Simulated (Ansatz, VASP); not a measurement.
## Na: VASP beside Ansatz

File INCAR:

```
PREC = Accurate ; ENCUT = 600
EDIFF = 1E-7 ; ISMEAR = -1
SIGMA = 0.05 ; LREAL = F
LASPH = T ; NELM = 80
ALGO = Normal ; ISIF = 3
LWAVE = F ; LCHARG = F
GGA = PS ; IBRION = 2
NSW = 60 ; EDIFFG = -0.005
```

Contents of KPOINTS:

```
Automatic mesh
0
Gamma
  13 13 13
```

File POSCAR:

```
Na
1.0
   -2.0847918675      2.0847918675      2.0847918675
    2.0847918675     -2.0847918675      2.0847918675
    2.0847918675      2.0847918675     -2.0847918675
Na
1
Direct
    0.0000000000      0.0000000000      0.0000000000
```

Input for Ansatz:

```yaml
crystal:
  lattice:
    - [-2.0847918675, 2.0847918675, 2.0847918675]
    - [2.0847918675, -2.0847918675, 2.0847918675]
    - [2.0847918675, 2.0847918675, -2.0847918675]
  atoms:
    - { symbol: Na, position: [0.0, 0.0, 0.0] }
kpoints:
  mp_grid: { grid: [13, 13, 13] }
scf:
  occupations: { method: fermi_dirac, width: 0.05 }
hamiltonian:
  xc: pbesol
  pseudopotentials: { kind: paw }
output:
  forces: true
  stress: true
relax:
  f_tol: 0.005
  max_steps: 40
  cell: {}
```

Alike in both runs: task relaxation of cell and atoms; functional PBEsol; k mesh 13 × 13 × 13; occupations fermi-dirac, width 0.05 eV; no spin polarisation.

|  | VASP | Ansatz |
| --- | --- | --- |
| version | VASP 6.6.1 | Ansatz 0.2.0 |
| potentials or method | VASP PAW PBE potentials, release 64 (Na_pv) | PAW with Ansatz's default frozen-core files, scalar-relativistic |
| plane-wave cutoff (eV) | 600 | 420 |
| valence electrons in the cell | 7 | 9 |

|  | VASP | Ansatz | Ansatz less VASP |
| --- | --- | --- | --- |
| relaxed volume (Å³/atom) | 36.25 | 36.24 | 0.000 |
| relaxed cell length with the largest relative difference (Å) | 3.611 | 3.611 | 0.0000 |

VASP's potentials were made for PBE, not for PBEsol. VASP's potentials hold 7 valence electrons a cell and Ansatz's 9, so a difference there can come from the potentials and not from the codes.

Noted on VASP's run: the relaxation stopped at its first step, so nothing moved.
